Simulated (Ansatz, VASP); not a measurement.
**One calculation of Sb, two programs**

```xyz
2
Lattice="3.3690 0.0000 0.0000 -1.6845 2.9176 0.0000 0.0000 0.0000 5.3300" Properties=species:S:1:pos:R:3 pbc="T T T"
Sb    0.0000    1.9451    1.3325
Sb    1.6845    0.9725    3.9975
```

Alike in both runs: task single point; functional PBE; dispersion D3(BJ); k mesh 6 × 6 × 4; occupations gaussian, width 0.1 eV; no spin polarisation.

```csv
,VASP,Ansatz
version,VASP 6.6.1,Ansatz 0.2.0
potentials or method,"VASP PAW PBE potentials, release 64 (Sb), cutoff 500 eV","scalar-relativistic, plane waves, PAW"
valence electrons in the cell,10,30
```

```tsv
	VASP	Ansatz	Ansatz less VASP
gap on the k mesh at the Fermi level (eV)	none	none	-
pressure (GPa)	-0.1	0.1	+0.13
traceless stress, the component that is largest in VASP (GPa)	7.09	7.07	-0.012
```

A gap of «none» marks a metal or a gap that the smearing closes. VASP's potentials hold 10 valence electrons a cell and Ansatz's 30, so a difference there can come from the potentials and not from the codes.

Neither program's run includes spin-orbit coupling.
